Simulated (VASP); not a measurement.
MgS, 2 atoms in the cell. The structure is tetragonal, space group I4/mmm (No. 139). The conventional cell has a = 3.664 Å, b = 3.664 Å, c = 5.234 Å, α = 90.00°, β = 90.00°, γ = 90.00°. Within 3.4 Å of Mg (site symmetry 4/mmm) lie 6 S at 2.59 to 2.62 Å. Within 3.4 Å of S (site symmetry 4/mmm) lie 6 Mg at 2.59 to 2.62 Å. 

| Item | Value |
| --- | --- |
| Program | VASP 6.6.1 |
| Task | single point |
| Functional | PBEsol |
| Potentials or basis | VASP PAW PBE potentials, release 64 (Mg, S) |
| Cutoff | 520 eV |
| k mesh | 10 × 10 × 10 |
| Occupations | gaussian, width 0.05 eV |
| Spin | no spin polarisation |
| Dipole correction | no |
| Further INCAR settings | ALGO = Normal; EDIFF = 1e-06; NBANDS = 11 |

Potentials or basis: VASP PAW PBE potentials, release 64 (Mg, S).

Command:

```bash
$ cat potpaw_PBE.64/Mg/POTCAR potpaw_PBE.64/S/POTCAR > POTCAR
$ mpirun -np 1 vasp_std > vasp.out
```

Hardware: 1 thread of Intel(R) Xeon(R) 6975P-C (Granite Rapids), on a shared host.

How long does it take, and how much memory?

It took 13 s on 1 thread of Intel(R) Xeon(R) 6975P-C (Granite Rapids) (shared host), peak memory 0.18 GiB. Counts: scf iterations 11, k points 102.
